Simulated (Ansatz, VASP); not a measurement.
**Sr: VASP beside Ansatz**

Contents of INCAR:

```
PREC = Accurate
ENCUT = 600
EDIFF = 1E-7
ISMEAR = 0
SIGMA = 0.1
LREAL = False
LASPH = True
NELM = 80
ALGO = Normal
ISIF = 3
LWAVE = False
LCHARG = False
GGA = PE
IBRION = 2
NSW = 80
EDIFFG = -0.01
```

KPOINTS

```
regular mesh
0
Gamma
  12 12 12
```

The input POSCAR:

```
Sr
1.0
    0.0000000000      2.9990358609      2.9990358609
    2.9990358609      0.0000000000      2.9990358609
    2.9990358609      2.9990358609      0.0000000000
Sr
1
Direct
    0.0000000000      0.0000000000      0.0000000000
```

Input for Ansatz:

```yaml
crystal:
  lattice:
    - [0.0, 2.9990358615, 2.9990358615]
    - [2.9990358615, 0.0, 2.9990358615]
    - [2.9990358615, 2.9990358615, 0.0]
  atoms:
    - { symbol: Sr, position: [0.0, 0.0, 0.0] }
basis:
  ecutwfc: 420
kpoints:
  mp_grid: { grid: [12, 12, 12] }
hamiltonian:
  xc: pbe
scf:
  occupations: { method: gaussian, width: 0.1 }
output:
  forces: true
  stress: true
  eigenvalues: true
relax:
  adjacent_minimum: "off"
  f_tol: 0.01
  max_steps: 60
  cell: { stress_tol: 0.1 }
```

Alike in both runs: task relaxation of cell and atoms; functional PBE; k mesh 12 × 12 × 12; occupations gaussian, width 0.1 eV; no spin polarisation.

```csv
,VASP,Ansatz
version,VASP 6.6.1,Ansatz 0.2.0
potentials or method,"VASP PAW PBE potentials, release 64 (Sr_sv), cutoff 600 eV","scalar-relativistic, plane waves, PAW"
valence electrons in the cell,10,10
```

```tsv
	VASP	Ansatz	Ansatz less VASP
gap on the k mesh at the Fermi level, each at its own relaxed structure (eV)	none	none	-
relaxed volume (Å³/atom)	54.83	54.72	-0.103
relaxed cell length with the largest relative difference (Å)	4.264	4.261	-0.0027
```

A gap of «none» marks a metal or a gap that the smearing closes.
